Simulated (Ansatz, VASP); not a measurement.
## One calculation of ZnS, two programs

Contents of INCAR:

```
SYSTEM = ZnS
  PREC = Accurate
  ENCUT = 520
  EDIFF = 1E-7
  ISMEAR = 0
  SIGMA = 0.05
  LREAL = .False.
  LASPH = .True.
  NELM = 60
  ALGO = Normal
  ISIF = 2
  LWAVE = .False.
  LCHARG = .False.
  GGA = PE
  NBANDS = 16
```

KPOINTS

```
Automatic mesh
0
Gamma
  8 8 8
  0 0 0
```

Contents of POSCAR:

```
ZnS
1.0
    0.0000000000      2.7215639846      2.7215639846
    2.7215639846      0.0000000000      2.7215639846
    2.7215639846      2.7215639846      0.0000000000
Zn S
1 1
Direct
    0.0000000000      0.0000000000      0.0000000000
    0.6948846322      0.6948846322      0.6492255665
```

Input for Ansatz:

```yaml
crystal:
  lattice:
    - [0.0, 2.7215639846, 2.7215639846]
    - [2.7215639846, 0.0, 2.7215639846]
    - [2.7215639846, 2.7215639846, 0.0]
  atoms:
    - { symbol: Zn, position: [0.0, 0.0, 0.0] }
    - { symbol: S, position: [0.6948846322, 0.6948846322, 0.6492255665] }
basis:
  ecutwfc: 420
kpoints:
  mp_grid: { grid: [8, 8, 8] }
hamiltonian:
  xc: pbe
scf:
  occupations: { method: gaussian, width: 0.05 }
output:
  forces: true
  stress: true
  eigenvalues: true
```

Alike in both runs: task single point; functional PBE; k mesh 8 × 8 × 8; occupations gaussian, width 0.05 eV; no spin polarisation.

|  | VASP | Ansatz |
| --- | --- | --- |
| version | VASP 6.6.1 | Ansatz 0.2.0 |
| potentials or method | VASP PAW PBE potentials, release 64 (Zn, S), cutoff 520 eV | scalar-relativistic, plane waves, PAW |
| valence electrons in the cell | 18 | 18 |

Ansatz gave:

```
gap on the k mesh at the Fermi level (eV)                     : 2.07
least direct gap on the mesh (eV)                             : 2.12
pressure (GPa)                                                : 5.0
traceless stress, the component that is largest in VASP (GPa) : -3.63
rms of the force components (eV/Å)                            : 0.840
```

Task: Which values does VASP return?

Result: gap on the k mesh at the Fermi level (eV): 2.08; least direct gap on the mesh (eV): 2.13; pressure (GPa): 5.2; traceless stress, the component that is largest in VASP (GPa): -3.73; rms of the force components (eV/Å): 0.843.

Atom by atom the forces differ by 0.004 eV/Å (rms over components). With one functional, cell and mesh, what is left measures potentials, basis and numerics.
